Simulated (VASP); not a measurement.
A run of VASP 6.6.1 is set up as follows.

Contents of INCAR:

```
  PREC = Accurate
  ENCUT = 520
  EDIFF = 1E-6
  ISMEAR = 0
  SIGMA = 0.15
  LREAL = F
  LASPH = T
  NELM = 80
  ALGO = Normal
  ISIF = 2
  LWAVE = F
  LCHARG = F
  GGA = PE
  NBANDS = 16
```

Contents of KPOINTS:

```
Automatic mesh
0
Gamma
  20 20 20
```

The input POSCAR:

```
TiN
1.0
    0.0000000000      2.1785097691      2.1785097691
    2.1785097691      0.0000000000      2.1785097691
    2.1785097691      2.1785097691      0.0000000000
Ti N
1 1
Direct
    0.0000000000      0.0000000000      0.0000000000
    0.5000000000      0.5000000000      0.5000000000
```

Potentials or basis: VASP PAW PBE potentials, release 64 (Ti_sv, N).

The run is started by

```console
$ cat potpaw_PBE.64/Ti_sv/POTCAR potpaw_PBE.64/N/POTCAR > POTCAR
$ mpirun -np 1 vasp_std > vasp.out
```

**Question.** What does it give for the pressure?

**Answer.** -17.7 GPa.

**Question.** What does it give for the band gap on the k mesh?

**Answer.** Zero (an odd number of electrons rules out a gap without spin polarisation).

Caveat: the cell stands under tension.
